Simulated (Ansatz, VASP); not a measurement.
# One calculation of TaN, two programs

```
Ta N
1.0
     2.93800    0.00000    0.00000
    -1.46900    2.54438    0.00000
     0.00000    0.00000    2.94066
Ta N
1 1
Direct
  0.33333 0.66667 0.50000
  0.00000 0.00000 0.00000
```

Change from the starting cell: zz strain of +2 %, crystal datasets.

Alike in both runs: task electric field gradients; functional PBEsol; k mesh 12 × 12 × 10; occupations fermi-dirac, width 0.02 eV; no spin polarisation.

|  | VASP | Ansatz |
| --- | --- | --- |
| version | VASP 6.6.1 | Ansatz 0.2.0 |
| potentials or method | VASP PAW PBE potentials, release 64 (Ta_pv, N), cutoff 520 eV | all-electron PAW with datasets made for the crystal, scalar-relativistic |

|  | VASP | Ansatz | Ansatz less VASP |
| --- | --- | --- | --- |
| pressure (GPa) | -11.1 | -11.6 | -0.55 |
| traceless stress, the component that is largest in VASP (GPa) | -8.64 | -8.73 | -0.086 |
| size of Vzz on the site where it differs most (V/Å²) | 34.5 | 74.9 | +40.42 |

VASP's potentials were made for PBE, not for PBEsol. Ansatz ran all-electron here, and VASP with PAW potentials.

Neither program's run includes spin-orbit coupling.
